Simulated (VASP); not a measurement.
Here is a VASP 6.6.1 calculation.

The input INCAR:

```
SYSTEM = Li7ZrH8
PREC = Accurate
ENCUT = 520
EDIFF = 1E-7
ISMEAR = 1
SIGMA = 0.05
LREAL = Auto
LASPH = .TRUE.
NELM = 150
ALGO = Normal
ISIF = 2
LWAVE = .FALSE.
LCHARG = .FALSE.
ISPIN = 2
MAGMOM = 0 0 0 0.2 0 0.2 0.2 0.2 0 0 0 0 0 0 0 0.2
LORBIT = 11
LMAXMIX = 4
GGA = PS
NBANDS = 38
```

Contents of KPOINTS:

```
Automatic mesh
0
Gamma
  2 2 2
  0.5 0.5 0.5
```

Contents of POSCAR:

```
Li7ZrH8
1.0
    7.9599380000      0.0000000000      0.0000000000
    0.0000000000      3.9799690000      0.0000000000
    0.0000000000      0.0000000000      3.9799690000
H Li Zr
8 7 1
Direct
    0.2365390000      0.9964400000      0.0105390000
    0.7435580000      0.9841980000      0.9771590000
    0.9905230000      0.5150620000      0.9745010000
    0.4947620000      0.5045220000      0.0003270000
    0.9922840000      0.0167530000      0.4808020000
    0.5022910000      0.9974960000      0.4793910000
    0.2728460000      0.4902530000      0.4883870000
    0.7331830000      0.4812930000      0.4891610000
    0.9884610000      0.9997970000      0.0167020000
    0.5029700000      0.9925730000      0.9780400000
    0.2472290000      0.5067010000      0.9879380000
    0.7407710000      0.5006330000      0.9922930000
    0.2418060000      0.9957390000      0.5101440000
    0.7599740000      0.0361350000      0.5078680000
    0.0016040000      0.4989000000      0.5209860000
    0.5080640000      0.4923280000      0.4971170000
```

Potentials or basis: VASP PAW PBE potentials, release 64 (H, Li_sv, Zr_sv).

Command:

```console
$ cat potpaw_PBE.64/H/POTCAR potpaw_PBE.64/Li_sv/POTCAR potpaw_PBE.64/Zr_sv/POTCAR > POTCAR
$ mpirun -np 1 vasp_std > vasp.out
```

Q: Predict the site moments.

A: H +0.02, +0.00, -0.01, -0.00; Li +0.01, +0.05, -0.00, +0.00; Zr +0.46 μB.

Q: What does it give for the net moment?

A: 1.01 μB per cell.

Q: What does it give for the band gap on the k mesh?

A: 0.34 eV.

Forces in eV/Å, atoms in the order of the input:
```
H    0.026  0.058 -0.134
H   -0.232  0.114  0.108
H    0.069 -0.145  0.339
H   -0.066 -0.026 -0.179
H    0.124 -0.118  0.257
H   -0.075 -0.206  0.030
H   -1.752  0.042  0.064
H    2.344  0.057 -0.026
Li   0.183  0.046 -0.245
Li  -0.004  0.043  0.358
Li  -0.320 -0.100  0.218
Li   0.868  0.038  0.118
Li  -0.143  0.032 -0.146
Li   0.208 -0.607 -0.222
Li  -0.108  0.136 -0.410
Zr  -1.119  0.638 -0.128
```

Caveat: the k points lie up to 0.79 Å⁻¹ apart; the PAW data sets were made with another functional, which shifts forces and pressure a little.
